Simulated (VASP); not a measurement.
Input of a VASP 6.6.1 run:

The input INCAR:

```
SYSTEM = ScF3
PREC     = Accurate       ! precision mode
ENCUT    = 520            ! plane-wave cutoff, eV
EDIFF    = 1E-8           ! SCF threshold, eV
ISMEAR   = -1             ! smearing method
SIGMA    = 0.02           ! smearing width, eV
LREAL    = .False.        ! projectors in reciprocal space
LASPH    = .True.         ! aspherical terms in the spheres
NELM     = 60             ! most SCF steps
ALGO     = Normal         ! electronic algorithm
ISIF     = 2              ! what is computed and relaxed
LWAVE    = .False.        ! write WAVECAR
LCHARG   = .False.        ! write CHGCAR
LEFG     = .True.       
NBANDS   = 24             ! bands
```

Contents of KPOINTS:

```
Automatic mesh
0
Gamma
  6 6 6
  0 0 0
```

File POSCAR:

```
ScF3
1.0
    3.9582210551      0.0000000000      0.0000000000
    0.0000000000      3.9582210551      0.0000000000
    0.0000000000      0.0000000000      3.9582210551
Sc F
1 3
Direct
    0.0000000000      0.0000000000      0.0000000000
    0.5000000000      0.0000000000      0.0000000000
    0.0000000000      0.5000000000      0.0000000000
    0.0000000000      0.0000000000      0.5000000000
```

Potentials or basis: VASP PAW LDA potentials, release 64 (Sc_sv, F).

Launch:

```sh
$ cat potpaw_LDA.64/Sc_sv/POTCAR potpaw_LDA.64/F/POTCAR > POTCAR
$ mpirun -np 1 vasp_std > vasp.out
```

What does it give for the pressure?

2.0 GPa.

What does it give for the band gap on the k mesh?

6.39 eV, indirect (least direct gap 6.92 eV).

Electric field gradients, principal values (V/Å²):
```tsv
atom	least	middle	greatest (by size)
1 Sc	0.000	0.000	0.000
2 F	-24.559	-24.559	49.118
3 F	-24.559	-24.559	49.118
4 F	-24.559	-24.559	49.118
```

Caveat: without QUAD_EFG the Cq values of the log hold for a quadrupole moment of 1 mb, not for the nuclei. A k mesh can miss the band edges.
